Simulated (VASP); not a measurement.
# PbSe (Clausthalite) (Fm-3m) in VASP: notebook

The runs below take PbSe (Clausthalite) through single point, with PBEsol, PBE.

All numbers are computed with VASP 6.6.1; they aren't measurements. Logs are shortened: lines on timing, memory, paths and dates and some standing lists are left out, and cuts for length are marked.

**1. The cell of the first run**

Symmetry: Fm-3m, No. 225, cubic system. Conventional cell: a = 6.241 Å, b = 6.241 Å, c = 6.241 Å, α = 90.00°, β = 90.00°, γ = 90.00°. Within 4.1 Å of Pb (site symmetry m-3m) lie 6 Se at 3.12 Å. Se (site symmetry m-3m) has 6 Pb at 3.12 Å within 4.1 Å.

**2. Single point, PBEsol**

File INCAR:

```
SYSTEM = PbSe
  PREC = Accurate
  ENCUT = 520
  EDIFF = 1E-6
  ISMEAR = -1
  SIGMA = 0.05
  LREAL = .False.
  LASPH = .True.
  NELM = 100
  ALGO = Normal
  ISIF = 2
  LWAVE = .False.
  LCHARG = .False.
  GGA = PS
  NBANDS = 17
```

File KPOINTS:

```
Automatic mesh
0
Gamma
  8 8 8
  0 0 0
```

File POSCAR:

```
PbSe
1.0
    0.0000000000      3.1206779849      3.1206779849
    3.1206779849      0.0000000000      3.1206779849
    3.1206779849      3.1206779849      0.0000000000
Pb Se
1 1
Direct
    0.0000000000      0.0000000000      0.0000000000
    0.5000000000      0.5000000000      0.5000000000
```

Potentials or basis: VASP PAW PBE potentials, release 64 (Pb_d, Se).

Run with:

```sh
> cat potpaw_PBE.64/Pb_d/POTCAR potpaw_PBE.64/Se/POTCAR > POTCAR
> mpirun -np 1 vasp_std > vasp.out
```

OUTCAR:

```text
SYSTEM = PbSe
   PREC = Accurate
   ENCUT = 520
   EDIFF = 1E-6
   ISMEAR = -1
   LREAL = .False.
   LASPH = .True.
   NELM = 100
   ISIF = 2
   GGA = PS

 ion  position               nearest neighbor table
   1  0.000  0.000  0.000-   2 3.12   2 3.12   2 3.12   2 3.12   2 3.12   2 3.12
   2  0.500  0.500  0.500-   1 3.12   1 3.12   1 3.12   1 3.12   1 3.12   1 3.12

  LATTYP: Found a face centered cubic cell.
 ALAT       =     6.2413559698

  Lattice vectors:

 A1 = (   0.0000000000,   3.1206779849,   3.1206779849)
 A2 = (   3.1206779849,   0.0000000000,   3.1206779849)
 A3 = (   3.1206779849,   3.1206779849,   0.0000000000)

Analysis of symmetry for initial positions (statically):
=====================================================================
 Subroutine PRICEL returns:
 Original cell was already a primitive cell.

 Routine SETGRP: Setting up the symmetry group for a
 face centered cubic supercell.

 Subroutine GETGRP returns: Found 48 space group operations
 (whereof 48 operations were pure point group operations)
 out of a pool of 48 trial point group operations.

The static configuration has the point symmetry O_h .

Analysis of symmetry for dynamics (positions and initial velocities):
=====================================================================
 Subroutine PRICEL returns:
 Original cell was already a primitive cell.

 Routine SETGRP: Setting up the symmetry group for a
 face centered cubic supercell.

 Subroutine GETGRP returns: Found 48 space group operations
 (whereof 48 operations were pure point group operations)
 out of a pool of 48 trial point group operations.

The dynamic configuration has the point symmetry O_h .

 Subroutine INISYM returns: Found 48 space group operations
 (whereof 48 operations are pure point group operations),
 and found     1 'primitive' translations

----------------------------------------------------------------------------------------

                                     Primitive cell

  volume of cell :      60.7823

  direct lattice vectors                    reciprocal lattice vectors
     0.000000000  3.120677985  3.120677985    -0.160221594  0.160221594  0.160221594
     3.120677985  0.000000000  3.120677985     0.160221594 -0.160221594  0.160221594
     3.120677985  3.120677985  0.000000000     0.160221594  0.160221594 -0.160221594

  length of vectors
     4.413305130  4.413305130  4.413305130     0.277511941  0.277511941  0.277511941
[... 79 lines left out ...]
   ENCUT  =  520.0 eV  38.22 Ry    6.18 a.u.   8.21  8.21  8.21*2*pi/ulx,y,z
   NELM   =    100;   NELMIN=  2; NELMDL= -5     # of ELM steps
   EDIFF  = 0.1E-05   stopping-criterion for ELM
   LREAL  =      F    real-space projection
   EDIFFG = 0.1E-04   stopping-criterion for IOM
   NSW    =      0    number of steps for IOM
   IBRION =     -1    ionic relax: 0-MD 1-quasi-New 2-CG
   NFREE  =      0    steps in history (QN), initial steepest desc. (CG)
   ISIF   =      2    stress and relaxation
   ISYM   =      2    0-nonsym 1-usesym 2-fastsym
   POTIM  = 0.5000    time-step for ionic-motion
   TEBEG  =    0.0;   TEEND  =   0.0 temperature during run
   PSTRESS=    0.0 pullay stress
   NELECT =      20.0000    total number of electrons
   NUPDOWN=      -1.0000    fix difference up-down
   EMIN   =  10.00;   EMAX   =-10.00  energy-range for DOS
   EFERMI =   0.00;   METHOD = LEGACY
   ISMEAR =    -1;   SIGMA  =   0.05  broadening in eV -4-tet -1-fermi 0-gaus
   EFERMI_NEDOS =   21; number of points for ismear=-14 and -15
   IALGO  =     38    algorithm
   IMIX   =      4    mixing-type and parameters
     AMIX     =   0.40;   BMIX     =  1.00
     AMIX_MAG =   1.60;   BMIX_MAG =  1.00
  volume/ion in A,a.u.               =      30.39       205.09
  Fermi-wavevector in a.u.,A,eV,Ry     =   1.130210  2.135788 17.379742  1.277375
  Thomas-Fermi vector in A             =   2.266906
   LORBIT       =      0    0 simple, 1 ext, 2 COOP (PROOUT), +10 PAW based schemes
   GGA     = PS    functional components
   LHFCALC =     F    Hartree Fock is set to
   AEXX    =    0.0000 exact exchange contribution
   IVDW    =     0    specifies the selected vdW correction
   LEPSILON=     F    determine dielectric tensor
   LRPA    =     F    only Hartree local field effects (RPA)
 non-spin polarized calculation
  energy-cutoff  :      520.00
  volume of cell :       60.78
 maximum number of plane-waves:      1660
 NGX is ok and might be reduce to    36
   NGX = 17   NGY = 17   NGZ = 17

 number of electron      20.0000001 magnetization

 Free energy of the ion-electron system (eV)
  ---------------------------------------------------
  ext. energy  EPLUGINS =         0.00000000
  ---------------------------------------------------
  free energy    TOTEN  =        -8.87760310 eV

  energy without entropy =       -8.87744169  energy(sigma->0) =       -8.87752240

 E-fermi :   4.3612     XC(G=0):  -9.4548

 val. band max:        4.1693705589   @ k =   0.5000   0.0000   0.0000
 cond. band min:       4.5526801929   @ k =   0.5000   0.0000   0.0000
 fundamental gap:      0.3833096340
 Fermi energy:         4.3611559232

 k-point     1 :       0.0000    0.0000    0.0000
  band No.  band energies     occupation
      1     -12.4485      2.00000
      2     -12.4485      2.00000
      3     -12.4485      2.00000
      4     -12.4440      2.00000
      5     -12.4440      2.00000
      6      -8.9195      2.00000
[... 457 lines left out ...]
      4     -12.4313      2.00000
      5     -12.4193      2.00000
      6      -7.8194      2.00000
[... 9 lines left out ...]
     16      14.9552      0.00000
     17      14.9836      0.00000

 [... further k-points ...]

------------------------ aborting loop because EDIFF is reached ----------------------------------------

  FORCE on cell =-STRESS in cart. coord.  units (eV):
  Direction    XX          YY          ZZ          XY          YZ          ZX
  --------------------------------------------------------------------------------------
  -------------------------------------------------------------------------------------
  Total       -1.1911293     -1.1911293     -1.1911293      0.0000000      0.0000000      0.0000000
  in kB      -31.3973231    -31.3973231    -31.3973231      0.0000000      0.0000000      0.0000000
  external PRESSURE =     -31.3973231 kB  Pullay stress =       0.0000000 kB

 VOLUME and BASIS-vectors are now :
 -----------------------------------------------------------------------------
  energy-cutoff  :      520.00
  volume of cell :       60.78
      direct lattice vectors                 reciprocal lattice vectors
     0.000000000  3.120677985  3.120677985    -0.160221594  0.160221594  0.160221594
     3.120677985  0.000000000  3.120677985     0.160221594 -0.160221594  0.160221594
     3.120677985  3.120677985  0.000000000     0.160221594  0.160221594 -0.160221594

 POSITION                                       TOTAL-FORCE (eV/Angst)
 -----------------------------------------------------------------------------------
      0.00000      0.00000      0.00000        -0.000000      0.000000      0.000000
      3.12068      3.12068      3.12068         0.000000      0.000000     -0.000000
 -----------------------------------------------------------------------------------
    total drift:                                0.000000      0.000000      0.000000

  FREE ENERGIE OF THE ION-ELECTRON SYSTEM (eV)
  ---------------------------------------------------
  free  energy   TOTEN  =        -8.8776030994 eV

  energy  without entropy=       -8.8774416944  energy(sigma->0) =       -8.87752240
```

Run time: 26 s. Hardware: 1 thread of Intel Xeon Platinum 8259CL at 2.50GHz (Skylake/Cascade Lake), shared host; peak memory 0.21 GiB.

What came out:

| Quantity | Value |
| --- | --- |
| Free energy | -8.8776 eV |
| Pressure | -3.1 GPa |
| Band gap on the k mesh | 0.38 eV, direct |

Levels at points of the mesh, in eV from the valence-band top:
```
           k point  band 7  band 8  band 9  band 10  band 11  band 12  band 13  band 14
(0.00, 0.00, 0.00)   -6.38   -1.57   -1.57    -1.57     4.59     4.59     4.59     6.61
(0.50, 0.00, 0.00)   -8.48   -1.20   -1.20     0.00     0.38     1.81     1.81     8.38
(0.50, 0.50, 0.00)   -7.27   -4.50   -2.85    -2.85     3.86     5.41     5.41     5.80
```

Caveat: the PAW data sets were made with another functional, which shifts forces and pressure a little; spin-orbit coupling is left out, which moves the levels of the heavy elements.

**3. Single point, PBE**

This run uses another cell than the first one, of 26.95 Å³/atom, 0.887 times its volume.

File INCAR:

```
SYSTEM = PbSe
PREC = Accurate ; ENCUT = 520
EDIFF = 1E-6 ; ISMEAR = -1
SIGMA = 0.05 ; LREAL = .FALSE.
LASPH = .TRUE. ; NELM = 80
ALGO = Normal ; ISIF = 2
LWAVE = .FALSE. ; LCHARG = .FALSE.
GGA = PE ; NBANDS = 17
```

File KPOINTS:

```
Automatic mesh
0
G
  8 8 8
  0 0 0
```

File POSCAR:

```
PbSe
1.0
    0.0000000000      2.9981702236      2.9981702236
    2.9981702236      0.0000000000      2.9981702236
    2.9981702236      2.9981702236      0.0000000000
Pb Se
1 1
Direct
    0.0000000000      0.0000000000      0.0000000000
    0.5000000000      0.5000000000      0.5000000000
```

Potentials or basis: VASP PAW PBE potentials, release 64 (Pb_d, Se).

Run with:

```sh
> cat potpaw_PBE.64/Pb_d/POTCAR potpaw_PBE.64/Se/POTCAR > POTCAR
> mpirun -np 1 vasp_std > vasp.out
```

Run time: 28 s. Hardware: 1 thread of AMD EPYC 7R13 (Zen 3), shared host; peak memory 0.15 GiB.

Results (log left out):

```
Free energy            : -8.0851 eV
Pressure               : 6.4 GPa
Band gap on the k mesh : 0.07 eV, direct
```

Levels at points of the mesh, in eV from the valence-band top:
```
           k point  band 7  band 8  band 9  band 10  band 11  band 12  band 13  band 14
(0.00, 0.00, 0.00)   -6.26   -2.24   -2.24    -2.24     4.78     4.78     4.78     6.31
(0.50, 0.00, 0.00)   -9.25   -1.78   -1.78     0.00     0.07     1.49     1.49     8.56
(0.50, 0.50, 0.00)   -7.56   -5.59   -3.70    -3.70     3.35     5.79     5.79     6.25
```

Caveat: spin-orbit coupling is left out, which moves the levels of the heavy elements. A k mesh can miss the band edges.

**4. Single point, PBE**

This run uses another cell than the first one, of 27.52 Å³/atom, 0.906 times its volume.

File INCAR:

```
PREC = Accurate ; ENCUT = 520
EDIFF = 1E-7 ; ISMEAR = -1
SIGMA = 0.05 ; LREAL = F
LASPH = T ; NELM = 80
ALGO = Normal ; ISIF = 2
LWAVE = F ; LCHARG = F
GGA = PE ; NBANDS = 17
```

File KPOINTS:

```
Automatic mesh
0
Gamma
  8 8 8
```

File POSCAR:

```
PbSe
1.0
    0.0000000000      3.0192847941      3.0192847941
    3.0192847941      0.0000000000      3.0192847941
    3.0192847941      3.0192847941      0.0000000000
Pb Se
1 1
Direct
    0.0000000000      0.0000000000      0.0000000000
    0.5000000000      0.5000000000      0.5000000000
```

Potentials or basis: VASP PAW PBE potentials, release 64 (Pb_d, Se).

Run with:

```sh
> cat potpaw_PBE.64/Pb_d/POTCAR potpaw_PBE.64/Se/POTCAR > POTCAR
> mpirun -np 1 vasp_std > vasp.out
```

OUTCAR:

```text
PREC = Accurate
   ENCUT = 520
   EDIFF = 1E-7
   ISMEAR = -1
   LREAL = F
   LASPH = T
   NELM = 80
   ISIF = 2
   GGA = PE

 ion  position               nearest neighbor table
   1  0.000  0.000  0.000-   2 3.02   2 3.02   2 3.02   2 3.02   2 3.02   2 3.02
   2  0.500  0.500  0.500-   1 3.02   1 3.02   1 3.02   1 3.02   1 3.02   1 3.02

  LATTYP: Found a face centered cubic cell.
 ALAT       =     6.0385695882

  Lattice vectors:

 A1 = (   0.0000000000,   3.0192847941,   3.0192847941)
 A2 = (   3.0192847941,   0.0000000000,   3.0192847941)
 A3 = (   3.0192847941,   3.0192847941,   0.0000000000)

Analysis of symmetry for initial positions (statically):
=====================================================================
 Subroutine PRICEL returns:
 Original cell was already a primitive cell.

 Routine SETGRP: Setting up the symmetry group for a
 face centered cubic supercell.

 Subroutine GETGRP returns: Found 48 space group operations
 (whereof 48 operations were pure point group operations)
 out of a pool of 48 trial point group operations.

The static configuration has the point symmetry O_h .

Analysis of symmetry for dynamics (positions and initial velocities):
=====================================================================
 Subroutine PRICEL returns:
 Original cell was already a primitive cell.

 Routine SETGRP: Setting up the symmetry group for a
 face centered cubic supercell.

 Subroutine GETGRP returns: Found 48 space group operations
 (whereof 48 operations were pure point group operations)
 out of a pool of 48 trial point group operations.

The dynamic configuration has the point symmetry O_h .

 Subroutine INISYM returns: Found 48 space group operations
 (whereof 48 operations are pure point group operations),
 and found     1 'primitive' translations

----------------------------------------------------------------------------------------

[... 108 lines left out ...]
   EFERMI_NEDOS =   21; number of points for ismear=-14 and -15
   IALGO  =     38    algorithm
   IMIX   =      4    mixing-type and parameters
     AMIX     =   0.40;   BMIX     =  1.00
     AMIX_MAG =   1.60;   BMIX_MAG =  1.00
  volume/ion in A,a.u.               =      27.52       185.74
  Fermi-wavevector in a.u.,A,eV,Ry     =   1.168165  2.207511 18.566630  1.364609
  Thomas-Fermi vector in A             =   2.304655
   LORBIT       =      0    0 simple, 1 ext, 2 COOP (PROOUT), +10 PAW based schemes
   GGA     = PE    functional components
   LHFCALC =     F    Hartree Fock is set to
   AEXX    =    0.0000 exact exchange contribution
   IVDW    =     0    specifies the selected vdW correction
   LEPSILON=     F    determine dielectric tensor
   LRPA    =     F    only Hartree local field effects (RPA)
 non-spin polarized calculation
  energy-cutoff  :      520.00
  volume of cell :       55.05
 maximum number of plane-waves:      1524
   NGX = 15   NGY = 15   NGZ = 15

 number of electron      20.0000005 magnetization

 Free energy of the ion-electron system (eV)
  ---------------------------------------------------
  ext. energy  EPLUGINS =         0.00000000
  ---------------------------------------------------
  free energy    TOTEN  =        -8.12587124 eV

  energy without entropy =       -8.12511775  energy(sigma->0) =       -8.12549449

 E-fermi :   5.7000     XC(G=0):  -9.7209

 val. band max:        5.6265292537   @ k =   0.5000   0.0000   0.0000
 cond. band min:       5.7735020606   @ k =   0.5000   0.0000   0.0000
 fundamental gap:      0.1469728070
 Fermi energy:         5.7000254505

 k-point     1 :       0.0000    0.0000    0.0000
  band No.  band energies     occupation
      1     -11.3242      2.00000
      2     -11.3242      2.00000
      3     -11.3242      2.00000
      4     -11.3224      2.00000
      5     -11.3224      2.00000
      6      -8.3667      2.00000
[... 457 lines left out ...]
      4     -11.3003      2.00000
      5     -11.2824      2.00000
      6      -6.9760      2.00000
[... 9 lines left out ...]
     16      16.4452      0.00000
     17      16.5722      0.00000

 [... further k-points ...]

------------------------ aborting loop because EDIFF is reached ----------------------------------------

  FORCE on cell =-STRESS in cart. coord.  units (eV):
  Direction    XX          YY          ZZ          XY          YZ          ZX
  --------------------------------------------------------------------------------------
  -------------------------------------------------------------------------------------
  Total        1.6934148      1.6934148      1.6934148      0.0000000      0.0000000     -0.0000000
  in kB       49.2869233     49.2869233     49.2869233      0.0000000      0.0000000     -0.0000000
  external PRESSURE =      49.2869233 kB  Pullay stress =       0.0000000 kB

 VOLUME and BASIS-vectors are now :
 -----------------------------------------------------------------------------
  energy-cutoff  :      520.00
  volume of cell :       55.05
      direct lattice vectors                 reciprocal lattice vectors
     0.000000000  3.019284794  3.019284794    -0.165602132  0.165602132  0.165602132
     3.019284794  0.000000000  3.019284794     0.165602132 -0.165602132  0.165602132
     3.019284794  3.019284794  0.000000000     0.165602132  0.165602132 -0.165602132

 POSITION                                       TOTAL-FORCE (eV/Angst)
 -----------------------------------------------------------------------------------
      0.00000      0.00000      0.00000        -0.000000      0.000000     -0.000000
      3.01928      3.01928      3.01928         0.000000     -0.000000      0.000000
 -----------------------------------------------------------------------------------
    total drift:                                0.000000     -0.000000     -0.000000

  FREE ENERGIE OF THE ION-ELECTRON SYSTEM (eV)
  ---------------------------------------------------
  free  energy   TOTEN  =        -8.1258712367 eV

  energy  without entropy=       -8.1251177464  energy(sigma->0) =       -8.12549449
```

Wall time 38 s (1 thread of AMD EPYC 7R13 (Zen 3), shared host); peak memory 0.15 GiB.

Results:

```
Free energy            : -8.1259 eV
Pressure               : 4.9 GPa
Band gap on the k mesh : 0.15 eV, direct
```

Levels at points of the mesh, in eV from the valence-band top:
| k point | band 7 | band 8 | band 9 | band 10 | band 11 | band 12 | band 13 | band 14 |
| --- | --- | --- | --- | --- | --- | --- | --- | --- |
| (0.00, 0.00, 0.00) | -6.28 | -2.11 | -2.11 | -2.11 | 4.76 | 4.76 | 4.76 | 6.38 |
| (0.50, 0.00, 0.00) | -9.09 | -1.67 | -1.67 | 0.00 | 0.15 | 1.56 | 1.56 | 8.56 |
| (0.50, 0.50, 0.00) | -7.50 | -5.38 | -3.54 | -3.54 | 3.47 | 5.73 | 5.73 | 6.18 |

Caveat: spin-orbit coupling is left out, which moves the levels of the heavy elements. A k mesh can miss the band edges.

(Continued in part 2 of 2.)
